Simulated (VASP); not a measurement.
# CdTe in VASP: further runs

CdTe is run at these levels: PBE; tasks: single point.

Program: VASP 6.6.1. These are calculated values, not measurements. Logs are shortened: lines on timing, memory, paths and dates and some standing lists are left out, and cuts for length are marked.

## (1) The cell of the first run

The cell holds a wire or tube with vacuum around it, 8 atoms: a = 11.700 Å, b = 14.000 Å, c = 11.462 Å, α = 90.00°, β = 90.00°, γ = 90.00°.

## (2) Single point, PBE, collinear spin

Input file INCAR:

```
ALGO = Normal
EDIFF = 1E-6
ENCUT = 520
GGA = PE
ISIF = 2
ISMEAR = 0
ISPIN = 2
LASPH = True
LCHARG = True
LELF = True
LORBIT = 11
LREAL = False
LVHAR = True
LWAVE = False
MAGMOM = 0.3 0.3 0.3 0.3 0.3 0.3 0.3 0.3
NBANDS = 50
NELM = 150
PREC = Accurate
SIGMA = 0.05
```

Input file KPOINTS:

```
k-points
0
Gamma
  1 1 3
```

Input file POSCAR:

```
CdTe
1.0
   11.7000000000      0.0000000000      0.0000000000
    0.0000000000     14.0000000000      0.0000000000
    0.0000000000      0.0000000000     11.4616267159
Cd Te
4 4
Direct
    0.6154500566      0.5000000000      0.0000000000
    0.3845499434      0.5000000000      0.3333333333
    0.5000000000      0.6671139112      0.6666666667
    0.5000000000      0.3328860888      0.6666666667
    0.5000000000      0.3328860888      0.4166666667
    0.5000000000      0.6671139112      0.4166666667
    0.3845499434      0.5000000000      0.0833333333
    0.6154500566      0.5000000000      0.7500000000
```

Potentials or basis: VASP PAW PBE potentials, release 64 (Cd, Te).

Started as:

```
> cat potpaw_PBE.64/Cd/POTCAR potpaw_PBE.64/Te/POTCAR > POTCAR
> mpirun -np 1 vasp_std > vasp.out
```

OUTCAR:

```text
EDIFF = 1E-6
   ENCUT = 520
   GGA = PE
   ISIF = 2
   ISMEAR = 0
   ISPIN = 2
   LASPH = True
   LORBIT = 11
   LREAL = False
   NELM = 150
   PREC = Accurate

 ion  position               nearest neighbor table
   1  0.615  0.500  0.000-   7 2.87   8 2.87
   2  0.385  0.500  0.333-   7 2.87   6 2.87   5 2.87
   3  0.500  0.667  0.667-   6 2.87   8 2.87
   4  0.500  0.333  0.667-   5 2.87   8 2.87
   5  0.500  0.333  0.417-   4 2.87   2 2.87
   6  0.500  0.667  0.417-   3 2.87   2 2.87
   7  0.385  0.500  0.083-   1 2.87   2 2.87
   8  0.615  0.500  0.750-   1 2.87   3 2.87   4 2.87

  LATTYP: Found a simple orthorhombic cell.
 ALAT       =    11.4616267159
 B/A-ratio  =     1.0207975089
 C/A-ratio  =     1.2214671047

  Lattice vectors:

 A1 = (   0.0000000000,   0.0000000000,  11.4616267159)
 A2 = (  11.7000000000,   0.0000000000,   0.0000000000)
 A3 = (   0.0000000000,  14.0000000000,   0.0000000000)

Analysis of symmetry for initial positions (statically):
=====================================================================
 Subroutine PRICEL returns:
 Original cell was already a primitive cell.

 Routine SETGRP: Setting up the symmetry group for a
 simple orthorhombic supercell.

 Subroutine GETGRP returns: Found  2 space group operations
 (whereof  2 operations were pure point group operations)
 out of a pool of  8 trial point group operations.

The static configuration has the point symmetry C_1h.

Analysis of symmetry for dynamics (positions and initial velocities):
=====================================================================
 Subroutine PRICEL returns:
 Original cell was already a primitive cell.

 Routine SETGRP: Setting up the symmetry group for a
 simple orthorhombic supercell.

 Subroutine GETGRP returns: Found  2 space group operations
 (whereof  2 operations were pure point group operations)
 out of a pool of  8 trial point group operations.

The dynamic configuration has the point symmetry C_1h.

Analysis of structural, dynamic, and magnetic symmetry:
=====================================================================
 Subroutine PRICEL returns:
 Original cell was already a primitive cell.

 Routine SETGRP: Setting up the symmetry group for a
 simple orthorhombic supercell.

 Subroutine GETGRP returns: Found  2 space group operations
 (whereof  2 operations were pure point group operations)
 out of a pool of  8 trial point group operations.

The overall configuration has the point symmetry C_1h.

 Subroutine INISYM returns: Found  2 space group operations
 (whereof  2 operations are pure point group operations),
 and found     1 'primitive' translations

----------------------------------------------------------------------------------------

                                     Primitive cell

  volume of cell :    1877.4145

  direct lattice vectors                    reciprocal lattice vectors
    11.700000000  0.000000000  0.000000000     0.085470085  0.000000000  0.000000000
     0.000000000 14.000000000  0.000000000     0.000000000  0.071428571  0.000000000
     0.000000000  0.000000000 11.461626716     0.000000000  0.000000000  0.087247650

  length of vectors
    11.700000000 14.000000000 11.461626716     0.085470085  0.071428571  0.087247650

  position of ions in fractional coordinates (direct lattice)
     0.615450057  0.500000000  0.000000000
     0.384549943  0.500000000  0.333333333
     0.500000000  0.667113911  0.666666667
     0.500000000  0.332886089  0.666666667
     0.500000000  0.332886089  0.416666667
     0.500000000  0.667113911  0.416666667
     0.384549943  0.500000000  0.083333333
     0.615450057  0.500000000  0.750000000

  ion indices of the primitive-cell ions
   primitive index   ion index
[... 36 lines left out ...]
            Coordinates               Weight
  0.000000  0.000000  0.000000      1.000000
  0.000000  0.000000  0.333333      2.000000
   k-points           NKPTS =      2   k-points in BZ     NKDIM =      2   number of bands    NBANDS=     50
   number of dos      NEDOS =    301   number of ions     NIONS =      8
   total plane-waves  NPLWV = 874800
   dimension x,y,z NGX =    90 NGY =  108 NGZ =   90
   dimension x,y,z NGXF=   180 NGYF=  216 NGZF=  180
   ions per type =               4   4
   NGX,Y,Z   is equivalent  to a cutoff of  12.79, 12.82, 13.05 a.u.
   NGXF,Y,Z  is equivalent  to a cutoff of  25.58, 25.65, 26.11 a.u.
 SYSTEM =  unknown system
   PREC   = accura    normal or accurate (medium, high low for compatibility)
   ISTART =      0    job   : 0-new  1-cont  2-samecut
   ICHARG =      2    charge: 1-file 2-atom 10-const
   ISPIN  =      2    spin polarized calculation?
   LNONCOLLINEAR =      F non collinear calculations
   LSORBIT =      F    spin-orbit coupling
   LASPH  =      T    aspherical Exc in radial PAW
   ENCUT  =  520.0 eV  38.22 Ry    6.18 a.u.  21.75 26.03 21.31*2*pi/ulx,y,z
   NELM   =    150;   NELMIN=  2; NELMDL= -5     # of ELM steps
   EDIFF  = 0.1E-05   stopping-criterion for ELM
   LREAL  =      F    real-space projection
   EDIFFG = 0.1E-04   stopping-criterion for IOM
   NSW    =      0    number of steps for IOM
   IBRION =     -1    ionic relax: 0-MD 1-quasi-New 2-CG
   NFREE  =      0    steps in history (QN), initial steepest desc. (CG)
   ISIF   =      2    stress and relaxation
   ISYM   =      2    0-nonsym 1-usesym 2-fastsym
   POTIM  = 0.5000    time-step for ionic-motion
   TEBEG  =    0.0;   TEEND  =   0.0 temperature during run
   PSTRESS=    0.0 pullay stress
   NELECT =      72.0000    total number of electrons
   NUPDOWN=      -1.0000    fix difference up-down
   EMIN   =  10.00;   EMAX   =-10.00  energy-range for DOS
   EFERMI =   0.00;   METHOD = LEGACY
   ISMEAR =     0;   SIGMA  =   0.05  broadening in eV -4-tet -1-fermi 0-gaus
   EFERMI_NEDOS =   21; number of points for ismear=-14 and -15
   IALGO  =     38    algorithm
   IMIX   =      4    mixing-type and parameters
     AMIX     =   0.40;   BMIX     =  1.00
     AMIX_MAG =   1.60;   BMIX_MAG =  1.00
  volume/ion in A,a.u.               =     234.68      1583.68
  Fermi-wavevector in a.u.,A,eV,Ry     =   0.552076  1.043273  4.146893  0.304788
  Thomas-Fermi vector in A             =   1.584358
   LORBIT       =     11    0 simple, 1 ext, 2 COOP (PROOUT), +10 PAW based schemes
   GGA     = PE    functional components
   LHFCALC =     F    Hartree Fock is set to
   AEXX    =    0.0000 exact exchange contribution
   IVDW    =     0    specifies the selected vdW correction
   LEPSILON=     F    determine dielectric tensor
   LRPA    =     F    only Hartree local field effects (RPA)
 spin polarized calculation
 Gauss-broadening in eV      SIGMA  =   0.05
  energy-cutoff  :      520.00
  volume of cell :     1877.41
 maximum number of plane-waves:     50530
 NGX is ok and might be reduce to    90
   NGX = 43   NGY = 53   NGZ = 43

 number of electron      71.9999987 magnetization       0.0001994

 number of electron      71.9999987 magnetization      -0.0000621

 Free energy of the ion-electron system (eV)
  ---------------------------------------------------
  ext. energy  EPLUGINS =         0.00000000
  ---------------------------------------------------
  free energy    TOTEN  =       -12.90305290 eV

  energy without entropy =      -12.90305277  energy(sigma->0) =      -12.90305283

 E-fermi :  -3.4709     XC(G=0):  -2.1951

 val. band max:       -3.6494704174   @ k =   0.0000   0.0000   0.0000
 cond. band min:      -3.2950936063   @ k =   0.0000   0.0000   0.0000
 fundamental gap:      0.3543768111
 Fermi energy:        -3.4709489916

 spin component 1

 k-point     1 :       0.0000    0.0000    0.0000
  band No.  band energies     occupation
      1     -14.6182      1.00000
      2     -13.5920      1.00000
      3     -13.4805      1.00000
      4     -13.4460      1.00000
      5     -12.3469      1.00000
      6     -12.3381      1.00000
[... 91 lines left out ...]
     47       0.8156      0.00000
     48       0.8630      0.00000
 Fermi energy:        -3.4709489916

 spin component 2

 k-point     1 :       0.0000    0.0000    0.0000
  band No.  band energies     occupation
      1     -14.6182      1.00000
      2     -13.5920      1.00000
      3     -13.4805      1.00000
      4     -13.4460      1.00000
      5     -12.3469      1.00000
      6     -12.3381      1.00000
[... 91 lines left out ...]
     47       0.8140      0.00000
     48       0.8628      0.00000
 [bands above 48 left out]

------------------------ aborting loop because EDIFF is reached ----------------------------------------

  FORCE on cell =-STRESS in cart. coord.  units (eV):
  Direction    XX          YY          ZZ          XY          YZ          ZX
  --------------------------------------------------------------------------------------
  -------------------------------------------------------------------------------------
  Total       -3.5130109     -1.5503928     -8.3534558      0.0000000      0.0000000      0.0536841
  in kB       -2.9979882     -1.3230985     -7.1288028      0.0000000      0.0000000      0.0458137
  external PRESSURE =      -3.8166298 kB  Pullay stress =       0.0000000 kB

 VOLUME and BASIS-vectors are now :
 -----------------------------------------------------------------------------
  energy-cutoff  :      520.00
  volume of cell :     1877.41
      direct lattice vectors                 reciprocal lattice vectors
    11.700000000  0.000000000  0.000000000     0.085470085  0.000000000  0.000000000
     0.000000000 14.000000000  0.000000000     0.000000000  0.071428571  0.000000000
     0.000000000  0.000000000 11.461626716     0.000000000  0.000000000  0.087247650

 POSITION                                       TOTAL-FORCE (eV/Angst)
 -----------------------------------------------------------------------------------
      7.20077      7.00000      0.00000        -1.285374      0.000000     -0.138446
      4.49923      7.00000      3.82054         0.876182      0.000000      0.050860
      5.85000      9.33959      7.64108         0.084650     -0.559243     -1.124648
      5.85000      4.66041      7.64108         0.084650      0.559243     -1.124648
      5.85000      4.66041      4.77568        -0.398299     -0.211893      0.780701
      5.85000      9.33959      4.77568        -0.398299      0.211893      0.780701
      4.49923      7.00000      0.95514         0.735089      0.000000      0.268844
      7.20077      7.00000      8.59622         0.301402      0.000000      0.506638
 -----------------------------------------------------------------------------------
    total drift:                               -0.000392     -0.000000     -0.000426

  FREE ENERGIE OF THE ION-ELECTRON SYSTEM (eV)
  ---------------------------------------------------
  free  energy   TOTEN  =       -12.9030528964 eV

  energy  without entropy=      -12.9030527688  energy(sigma->0) =      -12.90305283

 total charge

# of ion       s       p       d       tot
------------------------------------------
    1        0.546   0.149   9.534  10.229
    2        0.495   0.223   9.528  10.246
    3        0.556   0.142   9.533  10.231
    4        0.556   0.142   9.533  10.231
    5        1.383   1.922   0.010   3.315
    6        1.383   1.922   0.010   3.315
    7        1.379   1.932   0.009   3.320
    8        1.385   1.945   0.014   3.344
--------------------------------------------------
tot          7.682   8.377  38.171  54.230

 magnetization (x)

# of ion       s       p       d       tot
------------------------------------------
    1       -0.000  -0.000   0.000  -0.000
    2       -0.000  -0.000   0.000   0.000
    3       -0.000   0.000   0.000  -0.000
    4       -0.000   0.000   0.000  -0.000
    5       -0.000   0.000  -0.000   0.000
    6       -0.000   0.000  -0.000   0.000
    7        0.000   0.000   0.000   0.000
    8        0.000   0.000  -0.000   0.000
--------------------------------------------------
tot         -0.000   0.000   0.000   0.000
```

Run time: 40 min. Hardware: 1 thread of Intel Xeon 8259CL, shared host; peak memory 2.1 GiB.

Results:

- Free energy: -12.9031 eV
- Largest force: 1.293 eV/Å
- Band gap on the k mesh: 0.35 eV
- Net moment: 0.00 μB per cell
- Valence electrons inside the program's atomic spheres: Cd 10.23, 10.25 (each value once); Te 3.31, 3.32, 3.34 (each value once)

Forces on the atoms (eV/Å):
```
Cd  -1.285  0.000 -0.138
Cd   0.876  0.000  0.051
Cd   0.085 -0.559 -1.125
Cd   0.085  0.559 -1.125
Te  -0.398 -0.212  0.781
Te  -0.398  0.212  0.781
Te   0.735  0.000  0.269
Te   0.301  0.000  0.507
```

Caveat: semilocal functionals underestimate gaps, and a narrow one can read as zero; spin-orbit coupling is left out, which moves the levels of the heavy elements.

[end of part 1 of 2]
